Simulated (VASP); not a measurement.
Set up this calculation in VASP 6.6.1, as the native input.

```yaml
Task: single point
Functional: PBEsol
Dispersion: D3(BJ)
Potentials_or_basis: VASP PAW PBE potentials, release 64 (Si, C)
Cutoff: 520 eV
k_mesh: 10 × 10 × 10
Occupations: gaussian, width 0.05 eV
Spin: no spin polarisation
Dipole_correction: no
Further_INCAR_settings: ALGO = Normal; EDIFF = 1e-06; NBANDS = 11
```

The structure of SiC lies in POSCAR:

```
SiC
1.0
    0.0000000000      2.1944339093      2.1944339093
    2.1944339093      0.0000000000      2.1944339093
    2.1944339093      2.1944339093      0.0000000000
Si C
1 1
Direct
    0.0000000000      0.0000000000      0.0000000000
    0.7500000000      0.7500000000      0.7500000000
```

This cell differs from its parent crystal: volume scaled by 1.04.

These files were run (other wordings do the same):

INCAR

```
SYSTEM = SiC
ALGO = Normal
EDIFF = 1E-6
ENCUT = 520
GGA = PS
ISIF = 2
ISMEAR = 0
IVDW = 12
LASPH = .TRUE.
LCHARG = .TRUE.
LELF = .TRUE.
LREAL = .FALSE.
LVHAR = .TRUE.
LWAVE = .FALSE.
NBANDS = 11
NELM = 60
PREC = Accurate
SIGMA = 0.05
```

KPOINTS

```
k-points
0
G
  10 10 10
  0 0 0
```

Potentials or basis: VASP PAW PBE potentials, release 64 (Si, C).

Run with:

```sh
$ cat potpaw_PBE.64/Si/POTCAR potpaw_PBE.64/C/POTCAR > POTCAR
$ mpirun -np 1 vasp_std > vasp.out
```

Results of the run:

```yaml
Pressure: -8.0 GPa
Band_gap_on_the_k_mesh: 1.25 eV, indirect (least direct gap 4.42 eV)
Dispersion_energy_per_atom: -0.237 eV
```

Caveat: the PAW data sets were made with another functional, which shifts forces and pressure a little.

Run time: 15 s on 1 thread of AMD EPYC 7R13 Processor (Zen 3), with other jobs on the host, peak memory 0.11 GiB.
